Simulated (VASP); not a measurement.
Here is a VASP 6.6.1 calculation.

File INCAR:

```
PREC = Accurate
ENCUT = 520
EDIFF = 1E-7
ISMEAR = 0
SIGMA = 0.02
LREAL = False
LASPH = True
NELM = 80
ALGO = Normal
ISIF = 2
LWAVE = False
LCHARG = False
GGA = PE
NBANDS = 18
```

Contents of KPOINTS:

```
Automatic mesh
0
Gamma
  6 6 4
```

The input POSCAR:

```
N
1.0
    3.9095728059      0.0000000000      0.0000000000
   -1.9547864030      3.3857893679      0.0000000000
    0.0000000000      0.0000000000      7.2033626289
N
4
Direct
    0.3333333300      0.6666666700      0.3400566119
    0.3333333300      0.6666666700      0.1599433881
    0.6666666700      0.3333333300      0.8337140190
    0.6666666700      0.3333333300      0.6662859810
```

Potentials or basis: VASP PAW PBE potentials, release 64 (N).

Command:

```sh
$ cat potpaw_PBE.64/N/POTCAR > POTCAR
$ mpirun -np 1 vasp_std > vasp.out
```

Question: What does it give for the pressure?

Answer: -16.3 GPa.

Question: Estimate the band gap on the k mesh.

Answer: 5.26 eV, indirect (least direct gap 5.48 eV).

Question: Predict the largest force.

Answer: 13.945 eV/Å.

Stress tensor (GPa, compression positive):
```
  0.44   0.00   0.00
  0.00   0.44   0.00
  0.00   0.00 -49.66
```

Caveat: the cell differs from its parent crystal (strained and its atoms moved); the standard files for N, O and F lose accuracy on very short bonds; forces of over 1 eV/Å act on the atoms, so gaps and moduli don't describe the material at rest. A k mesh can miss the band edges.
